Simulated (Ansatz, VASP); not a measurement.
**Ga2BSb3 in VASP and in Ansatz**

```
CELL_PARAMETERS angstrom
6.29540 0.00000 0.00000
0.00000 6.29540 0.00000
0.00000 0.00000 5.02248
ATOMIC_POSITIONS crystal
Ga 0.00000 0.50000 0.00000
Ga 0.50000 0.00000 0.00000
B 0.50000 0.50000 0.50000
Sb 0.00000 0.00000 0.75051
Sb 0.00000 0.00000 0.24949
Sb 0.50000 0.50000 0.00000
```

Alike in both runs: functional PBE; k mesh 4 × 4 × 2; occupations gaussian, width 0.1 eV; no spin polarisation.

Ansatz relaxed the structure, and its values are those at the end. VASP's run is a single point on that final structure, the one shown.

```csv
,VASP,Ansatz
version,VASP 6.6.1,Ansatz 0.2.0
potentials or method,"VASP PAW PBE potentials, release 64 (Ga_d, B, Sb), cutoff 520 eV","scalar-relativistic, plane waves, PAW"
valence electrons in the cell,44,74
```

```tsv
	VASP	Ansatz	Ansatz less VASP
gap on the k mesh at the Fermi level (eV)	none	none	-
pressure (GPa)	0.1	0.1	-0.06
rms of the force components (eV/Å)	0.003	0.006	+0.0030
```

A gap of «none» marks a metal or a gap that the smearing closes. VASP's potentials hold 44 valence electrons a cell and Ansatz's 74, so a difference there can come from the potentials and not from the codes.

The k mesh is coarse, so the values compare programs but aren't converged. Neither program's run includes spin-orbit coupling.
